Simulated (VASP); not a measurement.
# NiO (Fm-3m) in VASP: notebook, part 2 of 2

VASP 6.6.1. Earlier steps stand in the parts before.

## (4) Single point, PBEsol+U, collinear spin, ferromagnetic start

INCAR reads:

```
ALGO = Normal ; EDIFF = 1E-7
ENCUT = 520 ; GGA = PS
ISIF = 2 ; ISMEAR = 0
ISPIN = 2 ; LASPH = T
LCHARG = F ; LDAU = T
LDAUJ = 0 0 ; LDAUL = 2 -1
LDAUPRINT = 1 ; LDAUTYPE = 2
LDAUU = 4 0 ; LMAXMIX = 4
LORBIT = 11 ; LREAL = F
LWAVE = F ; MAGMOM = 1.83 0.29
NBANDS = 19 ; NELM = 150
NUPDOWN = 2.0 ; PREC = Accurate
SIGMA = 0.05
```

KPOINTS reads:

```
k-points
0
Gamma
  8 8 8
```

POSCAR reads:

```
NiO
1.0
    0.0000000000      2.0913095100      2.0913095100
    2.0913095100      0.0000000000      2.0913095100
    2.0913095100      2.0913095100      0.0000000000
Ni O
1 1
Direct
    0.0000000000      0.0000000000      0.0000000000
    0.5000000000      0.5000000000      0.5000000000
```

Potentials or basis: VASP PAW PBE potentials, release 64 (Ni, O).

The run is started by

```sh
cat potpaw_PBE.64/Ni/POTCAR potpaw_PBE.64/O/POTCAR > POTCAR
mpirun -np 1 vasp_std > vasp.out
```

OUTCAR:

```text
EDIFF = 1E-7
   ENCUT = 520
   GGA = PS
   ISIF = 2
   ISMEAR = 0
   ISPIN = 2
   LASPH = T
   LORBIT = 11
   LREAL = F
   NELM = 150
   NUPDOWN = 2.0
   PREC = Accurate

 ion  position               nearest neighbor table
   1  0.000  0.000  0.000-   2 2.09   2 2.09   2 2.09   2 2.09   2 2.09   2 2.09
   2  0.500  0.500  0.500-   1 2.09   1 2.09   1 2.09   1 2.09   1 2.09   1 2.09

  LATTYP: Found a face centered cubic cell.
 ALAT       =     4.1826190200

  Lattice vectors:
[... 1309 lines left out ...]
  in kB      -59.2315691    -59.2315691    -59.2315691     -0.0000000      0.0000000     -0.0000000
  external PRESSURE =     -59.2315691 kB  Pullay stress =       0.0000000 kB

 VOLUME and BASIS-vectors are now :
 -----------------------------------------------------------------------------
  energy-cutoff  :      520.00
  volume of cell :       18.29
      direct lattice vectors                 reciprocal lattice vectors
     0.000000000  2.091309510  2.091309510    -0.239084649  0.239084649  0.239084649
     2.091309510  0.000000000  2.091309510     0.239084649 -0.239084649  0.239084649
     2.091309510  2.091309510  0.000000000     0.239084649  0.239084649 -0.239084649

 POSITION                                       TOTAL-FORCE (eV/Angst)
 -----------------------------------------------------------------------------------
      0.00000      0.00000      0.00000         0.000000      0.000000      0.000000
      2.09131      2.09131      2.09131        -0.000000     -0.000000     -0.000000
 -----------------------------------------------------------------------------------
    total drift:                                0.000000     -0.000000     -0.000000

  FREE ENERGIE OF THE ION-ELECTRON SYSTEM (eV)
  ---------------------------------------------------
  free  energy   TOTEN  =       -11.3338207891 eV

  energy  without entropy=      -11.3338207891  energy(sigma->0) =      -11.33382079

 total charge

# of ion       s       p       d       tot
------------------------------------------
    1        0.344   0.423   8.223   8.991
    2        1.543   3.443   0.000   4.987
--------------------------------------------------
tot          1.888   3.866   8.223  13.977

 magnetization (x)

# of ion       s       p       d       tot
------------------------------------------
    1        0.011   0.014   1.712   1.736
    2        0.023   0.215   0.000   0.238
--------------------------------------------------
tot          0.034   0.229   1.712   1.975
```

OSZICAR:

```text
N       E                     dE             d eps       ncg     rms          rms(c)
DAV:   1     0.876606248986E+02    0.87661E+02   -0.71430E+03  2332   0.104E+03
DAV:   2    -0.632101046174E+01   -0.93982E+02   -0.84245E+02  2292   0.241E+02
DAV:   3    -0.118507785876E+02   -0.55298E+01   -0.53921E+01  2501   0.582E+01
DAV:   4    -0.118989189763E+02   -0.48140E-01   -0.48111E-01  2456   0.537E+00
DAV:   5    -0.118995167909E+02   -0.59781E-03   -0.59778E-03  2465   0.579E-01    0.151E+01
DAV:   6    -0.113718489832E+02    0.52767E+00   -0.12019E+01  2599   0.629E+01    0.178E+01
DAV:   7    -0.111437126288E+02    0.22814E+00   -0.13549E+00  2504   0.297E+01    0.843E+00
DAV:   8    -0.112823138530E+02   -0.13860E+00   -0.17725E-01  2597   0.410E+00    0.514E+00
DAV:   9    -0.113291978851E+02   -0.46884E-01   -0.30850E-02  2718   0.544E+00    0.460E-01
DAV:  10    -0.113337890379E+02   -0.45912E-02   -0.15930E-02  2631   0.149E+00    0.301E-01
DAV:  11    -0.113336610057E+02    0.12803E-03   -0.18531E-03  2804   0.868E-01    0.953E-02
DAV:  12    -0.113337831232E+02   -0.12212E-03   -0.18265E-04  2420   0.246E-01    0.420E-02
DAV:  13    -0.113338166505E+02   -0.33527E-04   -0.43215E-05  3072   0.139E-01    0.168E-02
DAV:  14    -0.113338207513E+02   -0.41009E-05   -0.13435E-05  2712   0.366E-02    0.440E-03
DAV:  15    -0.113338207891E+02   -0.37773E-07   -0.43908E-07  2420   0.733E-03
   1 F= -.11333821E+02 E0= -.11333821E+02  d E =-.112965E-16  mag=     2.0000
```

stdout:

```text
POSCAR found type information on POSCAR NiO
 POSCAR found :  2 types and       2 ions
 scaLAPACK will be used
 -----------------------------------------------------------------------------
|                                                                             |
|                                                                             |
|     You enforced a specific xc type in the INCAR file but a different       |
|     I HOPE YOU KNOW WHAT YOU ARE DOING!                                     |
|                                                                             |
 -----------------------------------------------------------------------------

 LDA part: xc-table for (Slater+PW92), standard interpolation
 POSCAR, INCAR and KPOINTS ok, starting setup
 FFT: planning ... GRIDC
 FFT: planning ... GRID_SOFT
 FFT: planning ... GRID
 WAVECAR not read
 entering main loop
```

Run time: 9.4 s. Hardware: 1 thread of Intel Xeon 6975P-C (Granite Rapids), shared host; peak memory 0.15 GiB.

What came out:

- Free energy: -11.3338 eV
- Pressure: -5.9 GPa
- Net moment: 2.00 μB per cell
- Site moments: Ni +1.74; O +0.24 μB
- Valence electrons inside the program's atomic spheres: Ni 8.99; O 4.99

Eigenvalues of the final occupation matrices:
```csv
site,spin,trace,eigenvalues
site 1 d,1,4.98,0.98 0.98 0.98 1.03 1.03
site 1 d,2,3.27,0.17 0.17 0.97 0.97 0.97
```

Caveat: the PAW data sets were made with another functional, which shifts forces and pressure a little; the total moment is fixed, so each spin has its own Fermi level; a cell with one magnetic atom can't hold antiferromagnetic order, which such compounds often take. The state reached can hang on the start; a lower one may exist.

## (5) Single point, PBEsol+U, collinear spin, ferromagnetic start

INCAR reads:

```
  ALGO = Normal
  EDIFF = 1E-6
  ENCUT = 520
  GGA = PS
  ISIF = 2
  ISMEAR = 0
  ISPIN = 2
  LASPH = T
  LCHARG = F
  LDAU = T
  LDAUJ = 0 0
  LDAUL = 2 -1
  LDAUPRINT = 1
  LDAUTYPE = 2
  LDAUU = 4 0
  LMAXMIX = 4
  LORBIT = 11
  LREAL = F
  LWAVE = F
  MAGMOM = 0.5 0
  NBANDS = 19
  NELM = 150
  NUPDOWN = 0.5
  PREC = Accurate
  SIGMA = 0.05
```

KPOINTS is that of step 4.

POSCAR is that of step 4.

Potentials or basis: VASP PAW PBE potentials, release 64 (Ni, O).

The run is started by

```sh
cat potpaw_PBE.64/Ni/POTCAR potpaw_PBE.64/O/POTCAR > POTCAR
mpirun -np 1 vasp_std > vasp.out
```

OUTCAR:

```text
EDIFF = 1E-6
   ENCUT = 520
   GGA = PS
   ISIF = 2
   ISMEAR = 0
   ISPIN = 2
   LASPH = T
   LORBIT = 11
   LREAL = F
   NELM = 150
   NUPDOWN = 0.5
   PREC = Accurate

 ion  position               nearest neighbor table
   1  0.000  0.000  0.000-   2 2.09   2 2.09   2 2.09   2 2.09   2 2.09   2 2.09
   2  0.500  0.500  0.500-   1 2.09   1 2.09   1 2.09   1 2.09   1 2.09   1 2.09

  LATTYP: Found a face centered cubic cell.
 ALAT       =     4.1826190200

  Lattice vectors:
[... 1309 lines left out ...]
  in kB     -174.3300703   -174.3300703   -174.3300703      0.0000000      0.0000000      0.0000000
  external PRESSURE =    -174.3300703 kB  Pullay stress =       0.0000000 kB

 VOLUME and BASIS-vectors are now :
 -----------------------------------------------------------------------------
  energy-cutoff  :      520.00
  volume of cell :       18.29
      direct lattice vectors                 reciprocal lattice vectors
     0.000000000  2.091309510  2.091309510    -0.239084649  0.239084649  0.239084649
     2.091309510  0.000000000  2.091309510     0.239084649 -0.239084649  0.239084649
     2.091309510  2.091309510  0.000000000     0.239084649  0.239084649 -0.239084649

 POSITION                                       TOTAL-FORCE (eV/Angst)
 -----------------------------------------------------------------------------------
      0.00000      0.00000      0.00000         0.000000     -0.000000      0.000000
      2.09131      2.09131      2.09131         0.000000      0.000000      0.000000
 -----------------------------------------------------------------------------------
    total drift:                                0.000000     -0.000000     -0.000000

  FREE ENERGIE OF THE ION-ELECTRON SYSTEM (eV)
  ---------------------------------------------------
  free  energy   TOTEN  =       -10.2086099390 eV

  energy  without entropy=      -10.2058579776  energy(sigma->0) =      -10.20723396

 total charge

# of ion       s       p       d       tot
------------------------------------------
    1        0.321   0.384   8.444   9.148
    2        1.568   3.330   0.000   4.898
--------------------------------------------------
tot          1.888   3.714   8.444  14.046

 magnetization (x)

# of ion       s       p       d       tot
------------------------------------------
    1        0.008   0.007   0.527   0.541
    2        0.007  -0.043   0.000  -0.036
--------------------------------------------------
tot          0.015  -0.036   0.527   0.506
```

It took 9 s on 1 thread of Intel Xeon 6975P-C (Granite Rapids), shared host; peak memory 0.15 GiB.

Results:

```yaml
Free_energy: -10.2086 eV
Pressure: -17.4 GPa
Net_moment: 0.50 μB per cell
Site_moments: Ni +0.54; O -0.04 μB
Valence_electrons_inside_the_program's_atomic_spheres: Ni 9.15; O 4.90
```

Eigenvalues of the final occupation matrices:
```
    site  spin  trace               eigenvalues
site 1 d     1   4.50  0.80 0.80 0.97 0.97 0.97
site 1 d     2   3.97  0.53 0.53 0.97 0.97 0.97
```

Caveat: the PAW data sets were made with another functional, which shifts forces and pressure a little; the total moment is fixed, so each spin has its own Fermi level; a cell with one magnetic atom can't hold antiferromagnetic order, which such compounds often take.

## (6) The runs side by side

```tsv
fixed moment (μB)	pressure (GPa)	moment (μB)
-	-5.9	2.00
2.0	-5.9	2.00
0.5	-17.4	0.50
```

Alike in all rows: task single point; level PBEsol+U; potentials or basis VASP PAW PBE potentials, release 64 (Ni, O); spin collinear, ferromagnetic start; Ni d U = 4.0 eV; cell as given; k mesh 8 × 8 × 8; cutoff (eV) 520; smearing gaussian 0.05 eV.

Caveats: the PAW data sets were made with another functional, which shifts forces and pressure a little; a cell with one magnetic atom can't hold antiferromagnetic order, which such compounds often take; the total moment is fixed, so each spin has its own Fermi level (some runs).

Absolute energies hang on the potentials; compare differences alone.
